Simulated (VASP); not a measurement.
# SiC53 (a cell with a defect) in VASP: relaxation of the atoms with PBE

Aim: the relaxation of the atoms of SiC53 (a cell with a defect) with PBE.

Everything below comes from runs of VASP 6.6.1. Logs are shortened: lines on timing, memory, paths and dates and some standing lists are left out, and cuts for length are marked.

## Step 1: The cell of the first run

The cell holds a defect, 54 atoms: a = 7.576 Å, b = 7.576 Å, c = 7.576 Å, α = 60.00°, β = 60.00°, γ = 60.00°.

## Step 2: Relaxation of the atoms, PBE

INCAR reads:

```
SYSTEM = SiC53
PREC = Accurate
ENCUT = 520
EDIFF = 1E-7
ISMEAR = 0
SIGMA = 0.01
LREAL = Auto
LASPH = .True.
NELM = 120
ALGO = Normal
ISIF = 2
LWAVE = .False.
LCHARG = .False.
GGA = PE
IBRION = 2
NSW = 80
EDIFFG = -0.025
GGA_COMPAT = .False.
NELMIN = 4
KPAR = 2
NCORE = 2
```

KPOINTS reads:

```
regular mesh
0
Gamma
  2 2 2
  0 0 0
```

POSCAR reads:

```
SiC53
1.0
   -5.3572106033     -5.3572106033      0.0000000000
   -5.3572106033      0.0000000000     -5.3572106033
    0.0000000000     -5.3572106033     -5.3572106033
Si C
1 53
Direct
    0.3333333333      0.6666666667      0.6666666667
    0.0000000000      0.6666666667      0.6666666667
    0.6666666667      0.6666666667      0.6666666667
    0.3333333333      0.3333333333      0.6666666667
    0.0000000000      0.3333333333      0.6666666667
    0.6666666667      0.3333333333      0.6666666667
    0.3333333333      1.0000000000      0.6666666667
    0.0000000000      1.0000000000      0.6666666667
    0.6666666667      1.0000000000      0.6666666667
    0.3333333333      0.6666666667      0.3333333333
    0.0000000000      0.6666666667      0.3333333333
    0.6666666667      0.6666666667      0.3333333333
    0.3333333333      0.3333333333      0.3333333333
    0.0000000000      0.3333333333      0.3333333333
    0.6666666667      0.3333333333      0.3333333333
    0.3333333333      1.0000000000      0.3333333333
    0.0000000000      1.0000000000      0.3333333333
    0.6666666667      1.0000000000      0.3333333333
    0.3333333333      0.6666666667      1.0000000000
    0.0000000000      0.6666666667      1.0000000000
    0.6666666667      0.6666666667      1.0000000000
    0.3333333333      0.3333333333      1.0000000000
    0.0000000000      0.3333333333      1.0000000000
    0.6666666667      0.3333333333      1.0000000000
    0.3333333333      1.0000000000      1.0000000000
    0.0000000000      1.0000000000      1.0000000000
    0.6666666667      1.0000000000      1.0000000000
    0.5833333333      0.5833333333      0.5833333333
    0.2500000000      0.5833333333      0.5833333333
    0.9166666667      0.5833333333      0.5833333333
    0.5833333333      0.2500000000      0.5833333333
    0.2500000000      0.2500000000      0.5833333333
    0.9166666667      0.2500000000      0.5833333333
    0.5833333333      0.9166666667      0.5833333333
    0.2500000000      0.9166666667      0.5833333333
    0.9166666667      0.9166666667      0.5833333333
    0.5833333333      0.5833333333      0.2500000000
    0.2500000000      0.5833333333      0.2500000000
    0.9166666667      0.5833333333      0.2500000000
    0.5833333333      0.2500000000      0.2500000000
    0.2500000000      0.2500000000      0.2500000000
    0.9166666667      0.2500000000      0.2500000000
    0.5833333333      0.9166666667      0.2500000000
    0.2500000000      0.9166666667      0.2500000000
    0.9166666667      0.9166666667      0.2500000000
    0.5833333333      0.5833333333      0.9166666667
    0.2500000000      0.5833333333      0.9166666667
    0.9166666667      0.5833333333      0.9166666667
    0.5833333333      0.2500000000      0.9166666667
    0.2500000000      0.2500000000      0.9166666667
    0.9166666667      0.2500000000      0.9166666667
    0.5833333333      0.9166666667      0.9166666667
    0.2500000000      0.9166666667      0.9166666667
    0.9166666667      0.9166666667      0.9166666667
```

Potentials or basis: VASP PAW PBE potentials, release 64 (Si, C).

Command:

```sh
cat potpaw_PBE.64/Si/POTCAR potpaw_PBE.64/C/POTCAR > POTCAR
mpirun -np 4 vasp_std > vasp.out
```

OUTCAR:

```text
SYSTEM = SiC53
   PREC = Accurate
   ENCUT = 520
   EDIFF = 1E-7
   ISMEAR = 0
   LREAL = Auto
   LASPH = .True.
   NELM = 120
   ISIF = 2
   GGA = PE
   IBRION = 2
   NSW = 80
   EDIFFG = -0.025
   NELMIN = 4

 ion  position               nearest neighbor table
   1  0.333  0.667  0.667-  28 1.55  35 1.55  47 1.55  29 1.55  20 2.53   2 2.53   7 2.53   8 2.53
                            19 2.53  16 2.53  22 2.53  10 2.53  12 2.53   6 2.53   3 2.53   4 2.53
   2  0.000  0.667  0.667-  29 1.55  36 1.55  48 1.55  30 1.55   1 2.53
   3  0.667  0.667  0.667-  30 1.55  34 1.55  46 1.55  28 1.55   1 2.53
   4  0.333  0.333  0.667-  29 1.55  31 1.55  32 1.55  50 1.55   1 2.53
   5  0.000  0.333  0.667-  30 1.55  32 1.55  33 1.55  51 1.55
   6  0.667  0.333  0.667-  28 1.55  33 1.55  49 1.55  31 1.55   1 2.53
   7  0.333  0.000  0.667-  32 1.55  34 1.55  35 1.55  53 1.55   1 2.53
   8  0.000  0.000  0.667-  33 1.55  35 1.55  36 1.55  54 1.55   1 2.53
   9  0.667  0.000  0.667-  31 1.55  36 1.55  52 1.55  34 1.55
  10  0.333  0.667  0.333-  29 1.55  37 1.55  38 1.55  44 1.55   1 2.53
  11  0.000  0.667  0.333-  30 1.55  38 1.55  39 1.55  45 1.55
  12  0.667  0.667  0.333-  28 1.55  39 1.55  43 1.55  37 1.55   1 2.53
  13  0.333  0.333  0.333-  41 1.55  38 1.55  40 1.55  32 1.55
  14  0.000  0.333  0.333-  42 1.55  39 1.55  41 1.55  33 1.55
  15  0.667  0.333  0.333-  31 1.55  37 1.55  40 1.55  42 1.55
  16  0.333  0.000  0.333-  44 1.55  41 1.55  43 1.55  35 1.55   1 2.53
  17  0.000  0.000  0.333-  45 1.55  42 1.55  44 1.55  36 1.55
  18  0.667  0.000  0.333-  34 1.55  40 1.55  43 1.55  45 1.55
[... 34 lines left out ...]
  53  0.250  0.917  0.917-  25 1.55  19 1.55   7 1.55  26 1.55
  54  0.917  0.917  0.917-  26 1.55  20 1.55   8 1.55  27 1.55

  LATTYP: Found a face centered cubic cell.
 ALAT       =    10.7144212066

  Lattice vectors:

 A1 = (  -5.3572106033,  -5.3572106033,   0.0000000000)
 A2 = (  -5.3572106033,   0.0000000000,  -5.3572106033)
 A3 = (   0.0000000000,  -5.3572106033,  -5.3572106033)

Analysis of symmetry for initial positions (statically):
=====================================================================
 Subroutine PRICEL returns:
 Original cell was already a primitive cell.

 Routine SETGRP: Setting up the symmetry group for a
 face centered cubic supercell.

 Subroutine GETGRP returns: Found 24 space group operations
 (whereof  4 operations were pure point group operations)
 out of a pool of 48 trial point group operations.

The static configuration has the point symmetry C_2v.
 The point group associated with its full space group is T_d .

Analysis of symmetry for dynamics (positions and initial velocities):
=====================================================================
 Subroutine PRICEL returns:
 Original cell was already a primitive cell.

 Routine SETGRP: Setting up the symmetry group for a
 face centered cubic supercell.

 Subroutine GETGRP returns: Found 24 space group operations
 (whereof  4 operations were pure point group operations)
 out of a pool of 48 trial point group operations.

The dynamic configuration has the point symmetry C_2v.
 The point group associated with its full space group is T_d .

 Subroutine INISYM returns: Found 24 space group operations
 (whereof  4 operations are pure point group operations),
 and found     1 'primitive' translations

----------------------------------------------------------------------------------------

                                     Primitive cell

  volume of cell :     307.5007

  direct lattice vectors                    reciprocal lattice vectors
    -5.357210603 -5.357210603  0.000000000    -0.093332153 -0.093332153  0.093332153
    -5.357210603  0.000000000 -5.357210603    -0.093332153  0.093332153 -0.093332153
     0.000000000 -5.357210603 -5.357210603     0.093332153 -0.093332153 -0.093332153

  length of vectors
     7.576239892  7.576239892  7.576239892     0.161656031  0.161656031  0.161656031

  position of ions in fractional coordinates (direct lattice)
     0.333333333  0.666666667  0.666666667
     0.000000000  0.666666667  0.666666667
     0.666666667  0.666666667  0.666666667
     0.333333333  0.333333333  0.666666667
     0.000000000  0.333333333  0.666666667
     0.666666667  0.333333333  0.666666667
[... 46 lines left out ...]
     0.250000000  0.916666667  0.916666667
     0.916666667  0.916666667  0.916666667

[... 80 lines left out ...]

 Found      3 irreducible k-points:

 Following reciprocal coordinates:
            Coordinates               Weight
  0.000000  0.000000  0.000000      1.000000
  0.500000  0.000000  0.000000      4.000000
  0.500000  0.500000  0.000000      3.000000
   k-points           NKPTS =      3   k-points in BZ     NKDIM =      3   number of bands    NBANDS=    136
   number of dos      NEDOS =    301   number of ions     NIONS =     54
   total plane-waves  NPLWV = 175616
   dimension x,y,z NGX =    56 NGY =   56 NGZ =   56
   dimension x,y,z NGXF=   112 NGYF=  112 NGZF=  112
   ions per type =               1  53
   NGX,Y,Z   is equivalent  to a cutoff of  12.29, 12.29, 12.29 a.u.
   NGXF,Y,Z  is equivalent  to a cutoff of  24.58, 24.58, 24.58 a.u.
 SYSTEM =  SiC53
   PREC   = accura    normal or accurate (medium, high low for compatibility)
   ISTART =      0    job   : 0-new  1-cont  2-samecut
   ICHARG =      2    charge: 1-file 2-atom 10-const
   ISPIN  =      1    spin polarized calculation?
   LNONCOLLINEAR =      F non collinear calculations
   LSORBIT =      F    spin-orbit coupling
   LASPH  =      T    aspherical Exc in radial PAW
   ENCUT  =  520.0 eV  38.22 Ry    6.18 a.u.  14.09 14.09 14.09*2*pi/ulx,y,z
   NELM   =    120;   NELMIN=  4; NELMDL= -5     # of ELM steps
   EDIFF  = 0.1E-06   stopping-criterion for ELM
   LREAL  =      T    real-space projection
   EDIFFG = -.3E-01   stopping-criterion for IOM
   NSW    =     80    number of steps for IOM
   IBRION =      2    ionic relax: 0-MD 1-quasi-New 2-CG
   NFREE  =      1    steps in history (QN), initial steepest desc. (CG)
   ISIF   =      2    stress and relaxation
   ISYM   =      2    0-nonsym 1-usesym 2-fastsym
   POTIM  = 0.5000    time-step for ionic-motion
   TEBEG  =    0.0;   TEEND  =   0.0 temperature during run
   PSTRESS=    0.0 pullay stress
   NELECT =     216.0000    total number of electrons
   NUPDOWN=      -1.0000    fix difference up-down
   EMIN   =  10.00;   EMAX   =-10.00  energy-range for DOS
   EFERMI =   0.00;   METHOD = LEGACY
   ISMEAR =     0;   SIGMA  =   0.01  broadening in eV -4-tet -1-fermi 0-gaus
   EFERMI_NEDOS =   21; number of points for ismear=-14 and -15
   IALGO  =     38    algorithm
   IMIX   =      4    mixing-type and parameters
     AMIX     =   0.40;   BMIX     =  1.00
     AMIX_MAG =   1.60;   BMIX_MAG =  1.00
  volume/ion in A,a.u.               =       5.69        38.43
  Fermi-wavevector in a.u.,A,eV,Ry     =   1.455272  2.750064 28.814625  2.117815
  Thomas-Fermi vector in A             =   2.572325
   LORBIT       =      0    0 simple, 1 ext, 2 COOP (PROOUT), +10 PAW based schemes
   GGA     = PE    functional components
   LHFCALC =     F    Hartree Fock is set to
   AEXX    =    0.0000 exact exchange contribution
   IVDW    =     0    specifies the selected vdW correction
   LEPSILON=     F    determine dielectric tensor
   LRPA    =     F    only Hartree local field effects (RPA)
 conjugate gradient relaxation of ions
 non-spin polarized calculation
 Gauss-broadening in eV      SIGMA  =   0.01
  energy-cutoff  :      520.00
  volume of cell :      307.50
 maximum number of plane-waves:      8363
   NGX = 29   NGY = 29   NGZ = 29

--------------------------------------- Ionic step        1  -------------------------------------------

 number of electron     216.0000000 magnetization

 Free energy of the ion-electron system (eV)
  ---------------------------------------------------
  ext. energy  EPLUGINS =         0.00000000
  ---------------------------------------------------
  free energy    TOTEN  =      -478.40590478 eV

  energy without entropy =     -478.40590478  energy(sigma->0) =     -478.40590478

------------------------ aborting loop because EDIFF is reached ----------------------------------------

  FORCE on cell =-STRESS in cart. coord.  units (eV):
  Direction    XX          YY          ZZ          XY          YZ          ZX
  --------------------------------------------------------------------------------------
  -------------------------------------------------------------------------------------
  Total       34.5509476     34.5509476     34.5509476      0.0000000     -0.0000000      0.0000000
  in kB      180.0215061    180.0215061    180.0215061      0.0000000     -0.0000000      0.0000000
  external PRESSURE =     180.0215061 kB  Pullay stress =       0.0000000 kB
[... 245 lines left out ...]
  FREE ENERGIE OF THE ION-ELECTRON SYSTEM (eV)
  ---------------------------------------------------
  free  energy   TOTEN  =      -482.1787373287 eV

  energy  without entropy=     -482.1787373287  energy(sigma->0) =     -482.17873733

[... ionic steps 4 to 7 ...]

--------------------------------------- Ionic step        8  -------------------------------------------

 number of electron     216.0000001 magnetization

------------------------ aborting loop because EDIFF is reached ----------------------------------------
[... 171 lines left out ...]
--------------------------------------- Ionic step       10  -------------------------------------------

 number of electron     216.0000001 magnetization

 Free energy of the ion-electron system (eV)
  ---------------------------------------------------
  ext. energy  EPLUGINS =         0.00000000
  ---------------------------------------------------
  free energy    TOTEN  =      -482.41866416 eV

  energy without entropy =     -482.41866416  energy(sigma->0) =     -482.41866416

 E-fermi :  10.2378     XC(G=0): -13.2702

 val. band max:       10.1748091196   @ k =   0.0000   0.0000   0.0000
 cond. band min:      14.0073700496   @ k =   0.0000   0.0000   0.0000
 fundamental gap:      3.8325609301
 Fermi energy:        10.2377944951

 k-point     1 :       0.0000    0.0000    0.0000
  band No.  band energies     occupation
      1     -11.5097      2.00000
      2      -8.6459      2.00000
      3      -8.6459      2.00000
      4      -8.6459      2.00000
      5      -8.5100      2.00000
      6      -8.4839      2.00000
[... 358 lines left out ...]
    119      17.0269      0.00000
    120      17.0925      0.00000
 [bands above 120 left out]

------------------------ aborting loop because EDIFF is reached ----------------------------------------

  FORCE on cell =-STRESS in cart. coord.  units (eV):
  Direction    XX          YY          ZZ          XY          YZ          ZX
  --------------------------------------------------------------------------------------
  -------------------------------------------------------------------------------------
  Total       26.8083930     26.8083930     26.8083930      0.0000000      0.0000000      0.0000000
  in kB      139.6803161    139.6803161    139.6803161      0.0000000      0.0000000      0.0000000
  external PRESSURE =     139.6803161 kB  Pullay stress =       0.0000000 kB
[... 69 lines left out ...]
  FREE ENERGIE OF THE ION-ELECTRON SYSTEM (eV)
  ---------------------------------------------------
  free  energy   TOTEN  =      -482.4186641617 eV

  energy  without entropy=     -482.4186641617  energy(sigma->0) =     -482.41866416

 reached required accuracy - stopping structural energy minimisation
```

It took 18 min on 4 MPI ranks of Oxide Virtual Turin-like, shared host; peak memory 0.3 GiB.

What came out:

| Quantity | Value |
| --- | --- |
| Free energy | -482.4187 eV |
| Energy gained by relaxing | 74.3 meV/atom |
| Ionic steps | 10 |
| Pressure after relaxing | 14.0 GPa |
| Largest force after relaxing | 0.012 eV/Å |
| Band gap on the k mesh | 3.83 eV |

Forces in eV/Å, atoms in the order of the input:
```
Si   0.000  0.000  0.000
C   -0.001 -0.001  0.007
C    0.001  0.001  0.007
C   -0.001  0.007 -0.001
C    0.001 -0.001 -0.001
C   -0.007  0.001 -0.001
C    0.001  0.007  0.001
C   -0.007 -0.001  0.001
C    0.001 -0.001 -0.001
C    0.007 -0.001 -0.001
C   -0.001  0.001 -0.001
C    0.001 -0.007 -0.001
C   -0.001 -0.001  0.001
C    0.001  0.001  0.001
C    0.000  0.000  0.012
C    0.001 -0.001 -0.007
C    0.000  0.012  0.000
C   -0.012  0.000  0.000
C    0.007  0.001  0.001
C   -0.001 -0.007  0.001
C   -0.001  0.001 -0.001
C   -0.001  0.001 -0.007
C    0.012  0.000  0.000
C    0.000 -0.012  0.000
C   -0.001 -0.001  0.001
C    0.000  0.000 -0.012
C    0.001  0.001  0.001
C    0.000  0.000  0.000
C    0.000  0.000  0.000
C    0.000  0.000 -0.008
C   -0.003  0.003  0.004
C    0.000 -0.008  0.000
C    0.008  0.000  0.000
C   -0.004  0.003  0.003
C    0.000  0.000  0.000
C   -0.003  0.004  0.003
C    0.003 -0.003  0.004
C   -0.008  0.000  0.000
C    0.000  0.008  0.000
C    0.007  0.007 -0.007
C    0.000  0.000  0.008
C   -0.007 -0.007 -0.007
C   -0.004 -0.003 -0.003
C    0.003  0.004 -0.003
C    0.007 -0.007  0.007
C    0.003 -0.004  0.003
C    0.000  0.000  0.000
C    0.004 -0.003  0.003
C   -0.003 -0.004 -0.003
C    0.004  0.003 -0.003
C   -0.007  0.007  0.007
C    0.000  0.000  0.000
C    0.003  0.003 -0.004
C   -0.003 -0.003 -0.004
```

The path:
| step | energy change (eV) | largest force (eV/Å) | pressure (GPa) |
| --- | --- | --- | --- |
| 1 | 0.0000 | 12.6040 | 18.00 |
| 2 | 11.2306 | 12.8530 | 18.51 |
| 3 | -3.7728 | 1.4633 | 13.82 |
| 4 | -3.7794 | 1.4340 | 13.88 |
| 5 | -3.4104 | 2.3201 | 14.81 |
| 6 | -4.0040 | 0.1881 | 13.96 |
| 7 | -4.0094 | 0.1703 | 14.00 |
| 8 | -4.0123 | 0.0600 | 13.98 |
| 9 | -4.0125 | 0.0550 | 13.96 |
| 10 | -4.0128 | 0.0122 | 13.97 |

Final structure:
```xyz
54
Lattice="-5.3572 -5.3572 0.0000 -5.3572 0.0000 -5.3572 0.0000 -5.3572 -5.3572" Properties=species:S:1:pos:R:3 pbc="T T T"
Si   -5.3572   -5.3572   -7.1429
C    -8.9073   -8.9073   -7.1320
C    -7.1643   -7.1643   -7.1320
C    -3.5501   -5.3463   -5.3358
C    -7.1413   -8.9304   -5.3589
C    -5.3681   -7.1643   -5.3358
C    -1.8071   -5.3463   -3.5928
C    -5.3681   -8.9073   -3.5928
C    -3.5725   -7.1419   -3.5704
C    -5.3463   -3.5501   -5.3358
C    -8.9304   -7.1413   -5.3589
C    -7.1643   -5.3681   -5.3358
C    -3.5732   -3.5732   -3.5698
C    -7.1413   -7.1413   -3.5698
C    -5.3572   -5.3572   -3.5693
C    -1.8071   -3.5501   -1.7966
C    -5.3572   -7.1408   -1.7857
C    -3.5736   -5.3572   -1.7857
C    -5.3463   -1.8071   -3.5928
C    -8.9073   -5.3681   -3.5928
C    -7.1419   -3.5725   -3.5704
C    -3.5501   -1.8071   -1.7966
C    -7.1408   -5.3572   -1.7857
C    -5.3572   -3.5736   -1.7857
C    -1.7847   -1.7847   -0.0011
C    -5.3572   -5.3572   -0.0022
C    -3.5725   -3.5725   -0.0011
C    -6.3477   -6.3477   -6.1524
C    -4.3667   -4.3667   -6.1524
C    -8.0358   -8.0358   -6.2578
C    -4.4655   -6.2489   -4.4605
C    -2.6786   -4.4720   -4.4643
C    -6.2424   -8.0358   -4.4643
C    -8.0396   -6.2489   -8.0346
C    -6.3477   -4.3667   -8.1335
C    -9.8227   -8.0320   -8.0346
C    -6.2489   -4.4655   -4.4605
C    -4.4720   -2.6786   -4.4643
C    -8.0358   -6.2424   -4.4643
C    -4.4651   -4.4651   -2.6779
C    -2.6786   -2.6786   -2.6709
C    -6.2494   -6.2494   -2.6779
C    -8.0396   -4.4655   -6.2512
C    -6.2489   -2.6748   -6.2512
C    -9.8223   -6.2494   -6.2508
C    -6.2489   -8.0396   -8.0346
C    -4.3667   -6.3477   -8.1335
C    -8.0320   -9.8227   -8.0346
C    -4.4655   -8.0396   -6.2512
C    -2.6748   -6.2489   -6.2512
C    -6.2494   -9.8223   -6.2508
C    -8.0358   -8.0358   -9.8216
C    -6.2489   -6.2489   -9.8254
C    -9.8227   -9.8227   -9.8254
```

Levels at points of the mesh, in eV from the valence-band top:
| k point | band 104 | band 105 | band 106 | band 107 | band 108 | band 109 | band 110 | band 111 | band 112 | band 113 |
| --- | --- | --- | --- | --- | --- | --- | --- | --- | --- | --- |
| (0.00, 0.00, 0.00) | -1.54 | -1.54 | 0.00 | 0.00 | 0.00 | 3.83 | 3.83 | 3.89 | 3.89 | 3.89 |
| (0.50, 0.00, 0.00) | -2.32 | -1.28 | -1.28 | -0.70 | -0.70 | 4.88 | 4.91 | 4.91 | 4.95 | 4.95 |
| (0.50, 0.50, 0.00) | -2.22 | -1.75 | -1.52 | -1.02 | -1.02 | 4.29 | 4.47 | 4.73 | 4.84 | 6.43 |

Caveat: the k points lie up to 0.51 Å⁻¹ apart.
